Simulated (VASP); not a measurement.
# SnTe3 (Fm-3m) in VASP: notebook

SnTe3 is run at these levels: PBE; tasks: single point.

All numbers are computed with VASP 6.6.1; they aren't measurements. Logs are shortened: lines on timing, memory, paths and dates and some standing lists are left out, and cuts for length are marked.

## (1) The cell of the first run

The structure is cubic, space group Fm-3m (No. 225). Conventional cell: a = 7.774 Å, b = 7.774 Å, c = 7.774 Å, α = 90.00°, β = 90.00°, γ = 90.00°. Te (site symmetry m-3m) has 8 Te at 3.37 Å and 6 Sn at 3.89 Å within 4.4 Å. Within 4.4 Å of Te (site symmetry -43m) lie 10 Te at 3.37 to 3.89 Å and 4 Sn at 3.37 Å. Sn (site symmetry m-3m) has 14 Te at 3.37 to 3.89 Å within 4.4 Å.

## (2) Single point, PBE

Input file INCAR:

```
  PREC = Accurate
  ENCUT = 520
  EDIFF = 1E-6
  ISMEAR = -1
  SIGMA = 0.05
  LREAL = F
  LASPH = T
  NELM = 80
  ALGO = Normal
  ISIF = 2
  LWAVE = F
  LCHARG = F
  GGA = PE
  NBANDS = 24
```

Input file KPOINTS:

```
Automatic mesh
0
Gamma
  6 6 6
```

Input file POSCAR:

```
SnTe3
1.0
    0.0000000000      3.8867907320      3.8867907320
    3.8867907320      0.0000000000      3.8867907320
    3.8867907320      3.8867907320      0.0000000000
Te Sn
3 1
Direct
    0.5000000000      0.5000000000      0.5000000000
    0.7500000000      0.7500000000      0.7500000000
    0.2500000000      0.2500000000      0.2500000000
    0.0000000000      0.0000000000      0.0000000000
```

Potentials or basis: VASP PAW PBE potentials, release 64 (Te, Sn_d).

Launch:

```console
$ cat potpaw_PBE.64/Te/POTCAR potpaw_PBE.64/Sn_d/POTCAR > POTCAR
$ mpirun -np 1 vasp_std > vasp.out
```

OUTCAR:

```text
PREC = Accurate
   ENCUT = 520
   EDIFF = 1E-6
   ISMEAR = -1
   LREAL = F
   LASPH = T
   NELM = 80
   ISIF = 2
   GGA = PE

 ion  position               nearest neighbor table
   1  0.500  0.500  0.500-   2 3.37   3 3.37   3 3.37   3 3.37   3 3.37   2 3.37   2 3.37   2 3.37

   2  0.750  0.750  0.750-   1 3.37   4 3.37   1 3.37   1 3.37   1 3.37   4 3.37   4 3.37   4 3.37

   3  0.250  0.250  0.250-   1 3.37   4 3.37   4 3.37   4 3.37   4 3.37   1 3.37   1 3.37   1 3.37

   4  0.000  0.000  0.000-   2 3.37   3 3.37   2 3.37   2 3.37   2 3.37   3 3.37   3 3.37   3 3.37

  LATTYP: Found a face centered cubic cell.
 ALAT       =     7.7735814640

  Lattice vectors:

 A1 = (   0.0000000000,   3.8867907320,   3.8867907320)
 A2 = (   3.8867907320,   0.0000000000,   3.8867907320)
 A3 = (   3.8867907320,   3.8867907320,   0.0000000000)

Analysis of symmetry for initial positions (statically):
=====================================================================
 Subroutine PRICEL returns:
 Original cell was already a primitive cell.

 Routine SETGRP: Setting up the symmetry group for a
 face centered cubic supercell.

 Subroutine GETGRP returns: Found 48 space group operations
 (whereof 48 operations were pure point group operations)
 out of a pool of 48 trial point group operations.

The static configuration has the point symmetry O_h .

Analysis of symmetry for dynamics (positions and initial velocities):
=====================================================================
 Subroutine PRICEL returns:
 Original cell was already a primitive cell.

 Routine SETGRP: Setting up the symmetry group for a
 face centered cubic supercell.

 Subroutine GETGRP returns: Found 48 space group operations
 (whereof 48 operations were pure point group operations)
 out of a pool of 48 trial point group operations.

The dynamic configuration has the point symmetry O_h .

 Subroutine INISYM returns: Found 48 space group operations
 (whereof 48 operations are pure point group operations),
 and found     1 'primitive' translations

----------------------------------------------------------------------------------------

                                     Primitive cell

  volume of cell :     117.4366

  direct lattice vectors                    reciprocal lattice vectors
     0.000000000  3.886790732  3.886790732    -0.128640834  0.128640834  0.128640834
     3.886790732  0.000000000  3.886790732     0.128640834 -0.128640834  0.128640834
[... 80 lines left out ...]
   EDIFF  = 0.1E-05   stopping-criterion for ELM
   LREAL  =      F    real-space projection
   EDIFFG = 0.1E-04   stopping-criterion for IOM
   NSW    =      0    number of steps for IOM
   IBRION =     -1    ionic relax: 0-MD 1-quasi-New 2-CG
   NFREE  =      0    steps in history (QN), initial steepest desc. (CG)
   ISIF   =      2    stress and relaxation
   ISYM   =      2    0-nonsym 1-usesym 2-fastsym
   POTIM  = 0.5000    time-step for ionic-motion
   TEBEG  =    0.0;   TEEND  =   0.0 temperature during run
   PSTRESS=    0.0 pullay stress
   NELECT =      32.0000    total number of electrons
   NUPDOWN=      -1.0000    fix difference up-down
   EMIN   =  10.00;   EMAX   =-10.00  energy-range for DOS
   EFERMI =   0.00;   METHOD = LEGACY
   ISMEAR =    -1;   SIGMA  =   0.05  broadening in eV -4-tet -1-fermi 0-gaus
   EFERMI_NEDOS =   21; number of points for ismear=-14 and -15
   IALGO  =     38    algorithm
   IMIX   =      4    mixing-type and parameters
     AMIX     =   0.40;   BMIX     =  1.00
     AMIX_MAG =   1.60;   BMIX_MAG =  1.00
  volume/ion in A,a.u.               =      29.36       198.13
  Fermi-wavevector in a.u.,A,eV,Ry     =   1.061346  2.005653 15.326356  1.126455
  Thomas-Fermi vector in A             =   2.196759
   LORBIT       =      0    0 simple, 1 ext, 2 COOP (PROOUT), +10 PAW based schemes
   GGA     = PE    functional components
   LHFCALC =     F    Hartree Fock is set to
   AEXX    =    0.0000 exact exchange contribution
   IVDW    =     0    specifies the selected vdW correction
   LEPSILON=     F    determine dielectric tensor
   LRPA    =     F    only Hartree local field effects (RPA)
 non-spin polarized calculation
  energy-cutoff  :      520.00
  volume of cell :      117.44
 maximum number of plane-waves:      3178
 NGX is ok and might be reduce to    42
   NGX = 21   NGY = 21   NGZ = 21

 number of electron      32.0000003 magnetization

 Free energy of the ion-electron system (eV)
  ---------------------------------------------------
  ext. energy  EPLUGINS =         0.00000000
  ---------------------------------------------------
  free energy    TOTEN  =       -12.62080901 eV

  energy without entropy =      -12.58926097  energy(sigma->0) =      -12.60503499

 E-fermi :   7.4450     XC(G=0):  -9.9429

 val. band max:        7.4321612188   @ k =   0.3333   0.0000   0.0000
 cond. band min:       7.4894774424   @ k =   0.5000   0.5000   0.0000
 fundamental gap:      0.0573162236
 Fermi energy:         7.4450327582

 k-point     1 :       0.0000    0.0000    0.0000
  band No.  band energies     occupation
      1     -14.1728      2.00000
      2     -14.1728      2.00000
      3     -14.1728      2.00000
      4     -14.1700      2.00000
      5     -14.1700      2.00000
      6      -5.8606      2.00000
[... 421 lines left out ...]
     23      13.8594      0.00000
     24      14.0626      0.00000

------------------------ aborting loop because EDIFF is reached ----------------------------------------

  FORCE on cell =-STRESS in cart. coord.  units (eV):
  Direction    XX          YY          ZZ          XY          YZ          ZX
  --------------------------------------------------------------------------------------
  -------------------------------------------------------------------------------------
  Total       -0.6258376     -0.6258376     -0.6258376      0.0000000     -0.0000000      0.0000000
  in kB       -8.5382480     -8.5382480     -8.5382480      0.0000000     -0.0000000      0.0000000
  external PRESSURE =      -8.5382480 kB  Pullay stress =       0.0000000 kB

 VOLUME and BASIS-vectors are now :
 -----------------------------------------------------------------------------
  energy-cutoff  :      520.00
  volume of cell :      117.44
      direct lattice vectors                 reciprocal lattice vectors
     0.000000000  3.886790732  3.886790732    -0.128640834  0.128640834  0.128640834
     3.886790732  0.000000000  3.886790732     0.128640834 -0.128640834  0.128640834
     3.886790732  3.886790732  0.000000000     0.128640834  0.128640834 -0.128640834

 POSITION                                       TOTAL-FORCE (eV/Angst)
 -----------------------------------------------------------------------------------
      3.88679      3.88679      3.88679        -0.000000     -0.000000      0.000000
      5.83019      5.83019      5.83019        -0.000000      0.000000      0.000000
      1.94340      1.94340      1.94340         0.000000     -0.000000     -0.000000
      0.00000      0.00000      0.00000        -0.000000     -0.000000      0.000000
 -----------------------------------------------------------------------------------
    total drift:                               -0.000000      0.000000      0.000000

  FREE ENERGIE OF THE ION-ELECTRON SYSTEM (eV)
  ---------------------------------------------------
  free  energy   TOTEN  =       -12.6208090137 eV

  energy  without entropy=      -12.5892609682  energy(sigma->0) =      -12.60503499
```

OSZICAR:

```text
N       E                     dE             d eps       ncg     rms          rms(c)
DAV:   1     0.224883903665E+03    0.22488E+03   -0.13030E+04   776   0.132E+03
DAV:   2     0.121561922053E+02   -0.21273E+03   -0.20164E+03   792   0.352E+02
DAV:   3    -0.117288324260E+02   -0.23885E+02   -0.22930E+02   944   0.103E+02
DAV:   4    -0.126482354919E+02   -0.91940E+00   -0.91552E+00   936   0.209E+01
DAV:   5    -0.126841173102E+02   -0.35882E-01   -0.35880E-01  1168   0.449E+00    0.960E+00
DAV:   6    -0.126188333842E+02    0.65284E-01   -0.12937E-01  1016   0.231E+00    0.609E+00
DAV:   7    -0.126203878186E+02   -0.15544E-02   -0.44691E-02   960   0.120E+00    0.201E+00
DAV:   8    -0.126208747530E+02   -0.48693E-03   -0.38540E-03   936   0.348E-01    0.414E-01
DAV:   9    -0.126208205036E+02    0.54249E-04   -0.54247E-04  1048   0.194E-01    0.223E-01
DAV:  10    -0.126208182003E+02    0.23033E-05   -0.89936E-05   984   0.617E-02    0.454E-02
DAV:  11    -0.126208101304E+02    0.80699E-05   -0.19196E-05   952   0.435E-02    0.199E-02
DAV:  12    -0.126208089967E+02    0.11337E-05   -0.17294E-06   832   0.776E-03    0.116E-02
DAV:  13    -0.126208090137E+02   -0.16972E-07   -0.14846E-07   616   0.261E-03
   1 F= -.12620809E+02 E0= -.12605035E+02  d E =-.315480E-01
```

stdout:

```text
POSCAR found type information on POSCAR TeSn
 POSCAR found :  2 types and       4 ions
 scaLAPACK will be used
 LDA part: xc-table for (Slater+PW92), standard interpolation
 POSCAR, INCAR and KPOINTS ok, starting setup
 FFT: planning ... GRIDC
 FFT: planning ... GRID_SOFT
 FFT: planning ... GRID
 WAVECAR not read
 entering main loop
```

Run time: 24 s. Hardware: 1 thread of Intel Xeon 6975P-C (Granite Rapids), shared host; peak memory 0.26 GiB.

What came out:

```yaml
Free_energy: -12.6208 eV
Pressure: -0.9 GPa
Band_gap_on_the_k_mesh: zero (band 16 reaches 7.84 eV, above the bottom of band 17 at 5.68 eV)
```

Levels at points of the mesh, in eV from the Fermi level:
| k point | band 13 | band 14 | band 15 | band 16 | band 17 | band 18 | band 19 | band 20 |
| --- | --- | --- | --- | --- | --- | --- | --- | --- |
| (0.00, 0.00, 0.00) | -3.19 | -3.19 | -3.19 | -1.76 | -1.76 | -1.76 | 3.17 | 3.17 |
| (0.50, 0.00, 0.00) | -3.31 | -2.01 | -1.90 | 0.39 | 0.39 | 1.23 | 1.83 | 1.83 |
| (0.50, 0.50, 0.00) | -0.96 | -0.56 | -0.56 | 0.04 | 0.18 | 0.18 | 2.09 | 3.26 |

Caveat: spin-orbit coupling is left out, which moves the levels of the heavy elements.

## (3) Single point, PBE

This run uses another cell than the first one, of 29.93 Å³/atom, 1.020 times its volume.

Input file INCAR:

```
SYSTEM = SnTe3
PREC = Accurate
ENCUT = 520
EDIFF = 1E-6
ISMEAR = -1
SIGMA = 0.05
LREAL = .FALSE.
LASPH = .TRUE.
NELM = 80
ALGO = Normal
ISIF = 2
LWAVE = .FALSE.
LCHARG = .TRUE.
GGA = PE
LELF = .TRUE.
LVHAR = .TRUE.
NBANDS = 24
```

Input file KPOINTS:

```
Automatic mesh
0
G
  6 6 6
  0 0 0
```

Input file POSCAR:

```
SnTe3
1.0
    0.0000000000      3.9120303401      3.9120303401
    3.9120303401      0.0000000000      3.9120303401
    3.9120303401      3.9120303401      0.0000000000
Te Sn
3 1
Direct
    0.5000000000      0.5000000000      0.5000000000
    0.7500000000      0.7500000000      0.7500000000
    0.2500000000      0.2500000000      0.2500000000
    0.0000000000      0.0000000000      0.0000000000
```

Potentials or basis: VASP PAW PBE potentials, release 64 (Te, Sn_d).

Launch:

```console
$ cat potpaw_PBE.64/Te/POTCAR potpaw_PBE.64/Sn_d/POTCAR > POTCAR
$ mpirun -np 1 vasp_std > vasp.out
```

It took 29 s on 1 thread of Intel Xeon 6975P-C (Granite Rapids), shared host; peak memory 0.26 GiB.

It converged, with:

- Free energy: -12.6027 eV
- Pressure: -1.7 GPa
- Band gap on the k mesh: zero (band 16 reaches 7.58 eV, above the bottom of band 17 at 5.49 eV)

Levels at points of the mesh, in eV from the Fermi level:
| k point | band 14 | band 15 | band 16 | band 17 | band 18 | band 19 |
| --- | --- | --- | --- | --- | --- | --- |
| (0.00, 0.00, 0.00) | -3.10 | -3.10 | -1.70 | -1.70 | -1.70 | 3.23 |
| (0.50, 0.00, 0.00) | -2.00 | -1.88 | 0.40 | 0.40 | 1.18 | 1.84 |
| (0.50, 0.50, 0.00) | -0.54 | -0.54 | 0.04 | 0.19 | 0.19 | 2.05 |

Caveat: spin-orbit coupling is left out, which moves the levels of the heavy elements.

## (4) Single point, PBE

This run uses another cell than the first one, of 30.51 Å³/atom, 1.039 times its volume.

Input file INCAR:

```
ALGO = Normal ; EDIFF = 1E-6
ENCUT = 520 ; GGA = PE
ISIF = 2 ; ISMEAR = -1
LASPH = True ; LCHARG = False
LREAL = False ; LWAVE = False
NBANDS = 24 ; NELM = 60
PREC = Accurate ; SIGMA = 0.05
```

Input file KPOINTS:

```
k-points
0
Gamma
  6 6 6
```

Input file POSCAR:

```
SnTe3
1.0
    0.0000000000      3.9369484026      3.9369484026
    3.9369484026      0.0000000000      3.9369484026
    3.9369484026      3.9369484026      0.0000000000
Te Sn
3 1
Direct
    0.5000000000      0.5000000000      0.5000000000
    0.7500000000      0.7500000000      0.7500000000
    0.2500000000      0.2500000000      0.2500000000
    0.0000000000      0.0000000000      0.0000000000
```

Launch:

```console
$ cat potpaw_PBE.64/Te/POTCAR potpaw_PBE.64/Sn_d/POTCAR > POTCAR
$ mpirun -np 1 vasp_std > vasp.out
```

Run time: 26 s. Hardware: 1 thread of Intel Xeon 6975P-C (Granite Rapids), shared host; peak memory 0.26 GiB.

The run converged. Its results:

```yaml
Free_energy: -12.5732 eV
Pressure: -2.4 GPa
Band_gap_on_the_k_mesh: zero (band 16 reaches 7.34 eV, above the bottom of band 17 at 5.30 eV)
```

Levels at points of the mesh, in eV from the Fermi level:
| k point | band 12 | band 13 | band 14 | band 15 | band 16 | band 17 | band 18 | band 19 | band 20 | band 21 |
| --- | --- | --- | --- | --- | --- | --- | --- | --- | --- | --- |
| (0.00, 0.00, 0.00) | -3.03 | -3.01 | -3.01 | -3.01 | -1.64 | -1.64 | -1.64 | 3.30 | 3.30 | 3.79 |
| (0.50, 0.00, 0.00) | -3.12 | -3.12 | -1.99 | -1.86 | 0.40 | 0.40 | 1.13 | 1.85 | 1.85 | 3.13 |
| (0.50, 0.50, 0.00) | -1.53 | -1.01 | -0.52 | -0.52 | 0.04 | 0.19 | 0.19 | 2.02 | 3.17 | 3.17 |

Caveat: spin-orbit coupling is left out, which moves the levels of the heavy elements.

## (5) Overview

```tsv
cell	gap on the mesh (eV)	pressure (GPa)
a = 5.497 Å, angles 60.0°, 4 atoms	none	-0.9
a = 5.532 Å, angles 60.0°, 4 atoms	none	-1.7
a = 5.568 Å, angles 60.0°, 4 atoms	none	-2.4
```

Alike in all rows: task single point; level PBE; potentials or basis VASP PAW PBE potentials, release 64 (Te, Sn_d); no spin polarisation; k mesh 6 × 6 × 6; cutoff (eV) 520; smearing fermi-dirac 0.05 eV.

Caveats: spin-orbit coupling is left out, which moves the levels of the heavy elements.

Total energies depend on the potentials used, so only differences within one code and one set of settings carry meaning.
